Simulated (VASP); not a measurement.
# Ni (Fm-3m) in VASP: a series of runs

The runs below take Ni through single point, with PBEsol.

All numbers are computed with VASP 6.6.1; they aren't measurements. Logs are shortened: lines on timing, memory, paths and dates and some standing lists are left out, and cuts for length are marked.

### Step 1. The cell of the first run

Symmetry: Fm-3m, No. 225, cubic system. Conventional cell: a = 3.536 Å, b = 3.536 Å, c = 3.536 Å, α = 90.00°, β = 90.00°, γ = 90.00°. Ni (site symmetry m-3m) has 12 Ni at 2.50 Å within 3.3 Å.

### Step 2. Single point, PBEsol, collinear spin

The input, INCAR:

```
SYSTEM = Ni
PREC = Accurate
ENCUT = 520
EDIFF = 1E-6
ISMEAR = -1
SIGMA = 0.1
LREAL = .FALSE.
LASPH = .TRUE.
NELM = 150
ALGO = Normal
ISIF = 2
LWAVE = .FALSE.
LCHARG = .FALSE.
ISPIN = 2
MAGMOM = 2 0
LORBIT = 11
LMAXMIX = 4
GGA = PS
NBANDS = 21
```

The input, KPOINTS:

```
regular mesh
0
G
  7 14 14
  0 0 0
```

The input, POSCAR:

```
Ni
1.0
    0.0000000000      3.5359000000      3.5359000000
    1.7679500000      0.0000000000      1.7679500000
    1.7679500000      1.7679500000      0.0000000000
Ni
2
Direct
    0.0000000000      0.0000000000      0.0000000000
    0.5000000000      0.0000000000      0.0000000000
```

Potentials or basis: VASP PAW PBE potentials, release 64 (Ni).

Started as:

```
cat potpaw_PBE.64/Ni/POTCAR > POTCAR
mpirun -np 1 vasp_std > vasp.out
```

OUTCAR:

```text
SYSTEM = Ni
   PREC = Accurate
   ENCUT = 520
   EDIFF = 1E-6
   ISMEAR = -1
   LREAL = .FALSE.
   LASPH = .TRUE.
   NELM = 150
   ISIF = 2
   ISPIN = 2
   LORBIT = 11
   GGA = PS

 ion  position               nearest neighbor table
   1  0.000  0.000  0.000-   2 2.50   2 2.50   2 2.50   2 2.50   2 2.50   2 2.50
   2  0.500  0.000  0.000-   1 2.50   1 2.50   1 2.50   1 2.50   1 2.50   1 2.50

  LATTYP: Found a trigonal (rhomboedric) cell.
 ALAT       =     4.3305753908
 COS(alpha) =     0.8333333333

  Lattice vectors:

 A1 = (   1.7679500000,  -1.7679500000,  -3.5359000000)
 A2 = (   3.5359000000,  -1.7679500000,  -1.7679500000)
 A3 = (   1.7679500000,  -3.5359000000,  -1.7679500000)

Analysis of symmetry for initial positions (statically):
=====================================================================
 Subroutine PRICEL returns following result:

  LATTYP: Found a face centered cubic cell.
 ALAT       =     3.5359000000

  Lattice vectors:

 A1 = (   0.0000000000,   1.7679500000,   1.7679500000)
 A2 = (   1.7679500000,   0.0000000000,   1.7679500000)
 A3 = (   1.7679500000,   1.7679500000,   0.0000000000)

   2 primitive cells build up your supercell.

 Routine SETGRP: Setting up the symmetry group for a
 trigonal (rhombohedral) supercell.

 Subroutine GETGRP returns: Found 12 space group operations
 (whereof 12 operations were pure point group operations)
 out of a pool of 12 trial point group operations.

The static configuration has the point symmetry D_3d.

Analysis of symmetry for dynamics (positions and initial velocities):
=====================================================================
 Subroutine PRICEL returns following result:

  LATTYP: Found a face centered cubic cell.
 ALAT       =     3.5359000000

  Lattice vectors:

 A1 = (   0.0000000000,   1.7679500000,   1.7679500000)
 A2 = (   1.7679500000,   0.0000000000,   1.7679500000)
 A3 = (   1.7679500000,   1.7679500000,   0.0000000000)

   2 primitive cells build up your supercell.

 Routine SETGRP: Setting up the symmetry group for a
 trigonal (rhombohedral) supercell.

 Subroutine GETGRP returns: Found 12 space group operations
 (whereof 12 operations were pure point group operations)
 out of a pool of 12 trial point group operations.

The dynamic configuration has the point symmetry D_3d.

Analysis of structural, dynamic, and magnetic symmetry:
=====================================================================
 Subroutine PRICEL returns:
 Original cell was already a primitive cell.

 Routine SETGRP: Setting up the symmetry group for a
 trigonal (rhombohedral) supercell.

 Subroutine GETGRP returns: Found 12 space group operations
 (whereof 12 operations were pure point group operations)
 out of a pool of 12 trial point group operations.

The overall configuration has the point symmetry D_3d.

 Subroutine INISYM returns: Found 12 space group operations
 (whereof 12 operations are pure point group operations),
 and found     1 'primitive' translations

----------------------------------------------------------------------------------------

                                     Primitive cell

  volume of cell :      22.1040

  direct lattice vectors                    reciprocal lattice vectors
     0.000000000  3.535900000  3.535900000    -0.141406714  0.141406714  0.141406714
     1.767950000  0.000000000  1.767950000     0.282813428 -0.282813428  0.282813428
     1.767950000  1.767950000  0.000000000     0.282813428  0.282813428 -0.282813428

  length of vectors
     5.000517735  2.500258868  2.500258868     0.244923613  0.489847226  0.489847226

  position of ions in fractional coordinates (direct lattice)
     0.000000000  0.000000000  0.000000000
     0.500000000  0.000000000  0.000000000

  ion indices of the primitive-cell ions
   primitive index   ion index
                 1           1
                 2           2

[... 30 lines left out ...]
|     Your reciprocal lattice and k-lattice belong to different lattice       |
|     classes:                                                                |
|                                                                             |
|        The reciprocal lattice is rhombohedral (trigonal),                   |
|        whereas your k-lattice is body-centered cubic.                       |
|                                                                             |
|     Results are often still useful ...                                      |
|                                                                             |
 -----------------------------------------------------------------------------

 Subroutine IBZKPT returns following result:
 ===========================================

 Found    144 irreducible k-points:

 Following reciprocal coordinates:
            Coordinates               Weight
  0.000000  0.000000  0.000000      1.000000
  0.142857  0.000000  0.000000      2.000000
  0.285714  0.000000  0.000000      2.000000
  0.428571  0.000000  0.000000      2.000000
  0.000000  0.071429  0.000000      6.000000
  0.142857  0.071429  0.000000      6.000000
[... 16 lines left out ...]
 -0.428571  0.214286  0.000000      6.000000
 -0.285714  0.214286  0.000000      6.000000
 [... further k-points ...]
   k-points           NKPTS =    144   k-points in BZ     NKDIM =    144   number of bands    NBANDS=     21
   number of dos      NEDOS =    301   number of ions     NIONS =      2
   total plane-waves  NPLWV =  16000
   dimension x,y,z NGX =    40 NGY =   20 NGZ =   20
   dimension x,y,z NGXF=    80 NGYF=   40 NGZF=   40
   ions per type =               2
   NGX,Y,Z   is equivalent  to a cutoff of  13.30, 13.30, 13.30 a.u.
   NGXF,Y,Z  is equivalent  to a cutoff of  26.60, 26.60, 26.60 a.u.
 SYSTEM =  Ni
   PREC   = accura    normal or accurate (medium, high low for compatibility)
   ISTART =      0    job   : 0-new  1-cont  2-samecut
   ICHARG =      2    charge: 1-file 2-atom 10-const
   ISPIN  =      2    spin polarized calculation?
   LNONCOLLINEAR =      F non collinear calculations
   LSORBIT =      F    spin-orbit coupling
   LASPH  =      T    aspherical Exc in radial PAW
   ENCUT  =  520.0 eV  38.22 Ry    6.18 a.u.   9.30  4.65  4.65*2*pi/ulx,y,z
   NELM   =    150;   NELMIN=  2; NELMDL= -5     # of ELM steps
   EDIFF  = 0.1E-05   stopping-criterion for ELM
   LREAL  =      F    real-space projection
   EDIFFG = 0.1E-04   stopping-criterion for IOM
   NSW    =      0    number of steps for IOM
   IBRION =     -1    ionic relax: 0-MD 1-quasi-New 2-CG
   NFREE  =      0    steps in history (QN), initial steepest desc. (CG)
   ISIF   =      2    stress and relaxation
   ISYM   =      2    0-nonsym 1-usesym 2-fastsym
   POTIM  = 0.5000    time-step for ionic-motion
   TEBEG  =    0.0;   TEEND  =   0.0 temperature during run
   PSTRESS=    0.0 pullay stress
   NELECT =      20.0000    total number of electrons
   NUPDOWN=      -1.0000    fix difference up-down
   EMIN   =  10.00;   EMAX   =-10.00  energy-range for DOS
   EFERMI =   0.00;   METHOD = LEGACY
   ISMEAR =    -1;   SIGMA  =   0.10  broadening in eV -4-tet -1-fermi 0-gaus
   EFERMI_NEDOS =   21; number of points for ismear=-14 and -15
   IALGO  =     38    algorithm
   IMIX   =      4    mixing-type and parameters
     AMIX     =   0.40;   BMIX     =  1.00
     AMIX_MAG =   1.60;   BMIX_MAG =  1.00
  volume/ion in A,a.u.               =      11.05        74.58
  Fermi-wavevector in a.u.,A,eV,Ry     =   1.583415  2.992221 34.112584  2.507204
  Thomas-Fermi vector in A             =   2.683189
   LORBIT       =     11    0 simple, 1 ext, 2 COOP (PROOUT), +10 PAW based schemes
   GGA     = PS    functional components
   LHFCALC =     F    Hartree Fock is set to
   AEXX    =    0.0000 exact exchange contribution
   IVDW    =     0    specifies the selected vdW correction
   LEPSILON=     F    determine dielectric tensor
   LRPA    =     F    only Hartree local field effects (RPA)
 spin polarized calculation
  energy-cutoff  :      520.00
  volume of cell :       22.10
 maximum number of plane-waves:       609
 NGX is ok and might be reduce to    40
   NGX = 19   NGY =  9   NGZ =  9

 number of electron      20.0000019 magnetization       1.1998067

 Free energy of the ion-electron system (eV)
  ---------------------------------------------------
  ext. energy  EPLUGINS =         0.00000000
  ---------------------------------------------------
  free energy    TOTEN  =       -12.27140268 eV

  energy without entropy =      -12.15471960  energy(sigma->0) =      -12.21306114

 E-fermi :   8.9524     XC(G=0): -13.3418

 val. band max:        8.9511791875   @ k =  -0.2857   0.2143   0.0000
 cond. band min:       8.9613188503   @ k =  -0.4286  -0.4286   0.1429
 fundamental gap:      0.0101396628
 Fermi energy:         8.9524350411

 spin component 1

 k-point     1 :       0.0000    0.0000    0.0000
  band No.  band energies     occupation
      1       0.0204      1.00000
      2       4.2177      1.00000
      3       6.6060      1.00000
      4       6.6060      1.00000
      5       6.6061      1.00000
      6       6.6113      1.00000
[... 565 lines left out ...]
     20      35.8850      0.00000
     21      36.7423      0.00000

 [... further k-points ...]

 spin component 2

 k-point     1 :       0.0000    0.0000    0.0000
  band No.  band energies     occupation
      1       0.0039      1.00000
      2       4.6159      1.00000
      3       7.2090      1.00000
      4       7.2090      1.00000
      5       7.2922      1.00000
      6       7.2923      1.00000
[... 565 lines left out ...]
     20      35.9626      0.00000
     21      36.8458      0.00000

 [... further k-points ...]
[... 5 lines left out ...]
  --------------------------------------------------------------------------------------
  -------------------------------------------------------------------------------------
  Total       -1.6412566     -1.6412566     -1.6412566      0.0000091     -0.0000091      0.0000091
  in kB     -118.9644310   -118.9644310   -118.9644310      0.0006586     -0.0006586      0.0006586
  external PRESSURE =    -118.9644310 kB  Pullay stress =       0.0000000 kB

 VOLUME and BASIS-vectors are now :
 -----------------------------------------------------------------------------
  energy-cutoff  :      520.00
  volume of cell :       22.10
      direct lattice vectors                 reciprocal lattice vectors
     0.000000000  3.535900000  3.535900000    -0.141406714  0.141406714  0.141406714
     1.767950000  0.000000000  1.767950000     0.282813428 -0.282813428  0.282813428
     1.767950000  1.767950000  0.000000000     0.282813428  0.282813428 -0.282813428

 POSITION                                       TOTAL-FORCE (eV/Angst)
 -----------------------------------------------------------------------------------
      0.00000      0.00000      0.00000         0.000000      0.000000      0.000000
      0.00000      1.76795      1.76795        -0.000000     -0.000000     -0.000000
 -----------------------------------------------------------------------------------
    total drift:                               -0.000000     -0.000000     -0.000000

  FREE ENERGIE OF THE ION-ELECTRON SYSTEM (eV)
  ---------------------------------------------------
  free  energy   TOTEN  =       -12.2714026812 eV

  energy  without entropy=      -12.1547196009  energy(sigma->0) =      -12.21306114

 total charge

# of ion       s       p       d       tot
------------------------------------------
    1        0.493   0.488   8.305   9.286
    2        0.493   0.488   8.303   9.285
--------------------------------------------------
tot          0.986   0.977  16.607  18.571

 magnetization (x)

# of ion       s       p       d       tot
------------------------------------------
    1       -0.007  -0.023   0.641   0.611
    2       -0.007  -0.023   0.642   0.611
--------------------------------------------------
tot         -0.014  -0.047   1.282   1.222
```

It took 4.8 min on 1 thread of Intel Xeon Platinum 8375C at 2.90GHz (Ice Lake), shared host; peak memory 0.22 GiB.

What came out:

```
Free energy                                           : -12.2714 eV
Pressure                                              : -11.9 GPa
Net moment                                            : 1.20 μB per cell
Site moments                                          : Ni +0.61 μB
Valence electrons inside the program's atomic spheres : Ni 9.29
```

Levels at points of the mesh, in eV from the Fermi level:
Spin up:
```tsv
k point	band 9	band 10	band 11	band 12	band 13	band 14
(0.00, 0.00, 0.00)	-1.22	-0.56	-0.56	-0.29	5.56	22.08
(0.00, 0.50, 0.00)	-0.42	-0.42	-0.29	2.40	5.56	9.07
```
Spin down:
| k point | band 6 | band 7 | band 8 | band 9 | band 10 | band 11 | band 12 | band 13 |
| --- | --- | --- | --- | --- | --- | --- | --- | --- |
| (0.00, 0.00, 0.00) | -1.66 | -1.66 | -0.62 | -0.62 | -0.33 | 0.16 | 0.16 | 5.96 |
| (0.00, 0.50, 0.00) | -0.33 | 0.10 | 0.16 | 0.16 | 0.37 | 0.37 | 2.38 | 5.96 |

Caveat: the cell stands under tension; the PAW data sets were made with another functional, which shifts forces and pressure a little.

### Step 3. Single point, PBEsol, collinear spin, ferromagnetic start

The input, INCAR:

```
  ALGO = Normal
  EDIFF = 1E-6
  ENCUT = 520
  GGA = PS
  ISIF = 2
  ISMEAR = -1
  ISPIN = 2
  LASPH = T
  LCHARG = T
  LELF = T
  LMAXMIX = 4
  LORBIT = 11
  LREAL = F
  LVHAR = T
  LWAVE = F
  MAGMOM = 2 2
  NBANDS = 21
  NELM = 150
  PREC = Accurate
  SIGMA = 0.1
```

The input, KPOINTS:

```
k-points
0
Gamma
  7 14 14
```

POSCAR is that of step 2.

Potentials or basis: VASP PAW PBE potentials, release 64 (Ni).

Started as:

```
cat potpaw_PBE.64/Ni/POTCAR > POTCAR
mpirun -np 1 vasp_std > vasp.out
```

Wall time 3.6 min (1 thread of Intel Xeon Platinum 8375C at 2.90GHz (Ice Lake), shared host); peak memory 0.21 GiB.

Results (log left out):

```
Free energy                                           : -12.2714 eV
Pressure                                              : -11.9 GPa
Net moment                                            : 1.20 μB per cell
Site moments                                          : Ni +0.61 μB
Valence electrons inside the program's atomic spheres : Ni 9.29
```

Levels at points of the mesh, in eV from the Fermi level:
Spin up:
```csv
k point,band 9,band 10,band 11,band 12,band 13,band 14
"(0.00, 0.00, 0.00)",-1.22,-0.56,-0.56,-0.29,5.56,22.08
"(0.00, 0.50, 0.00)",-0.42,-0.42,-0.29,2.40,5.56,9.08
```
Spin down:
```
           k point  band 6  band 7  band 8  band 9  band 10  band 11  band 12  band 13
(0.00, 0.00, 0.00)   -1.66   -1.66   -0.62   -0.62    -0.33     0.16     0.16     5.96
(0.00, 0.50, 0.00)   -0.33    0.10    0.16    0.16     0.37     0.37     2.39     5.96
```

Caveat: the cell stands under tension; the PAW data sets were made with another functional, which shifts forces and pressure a little.
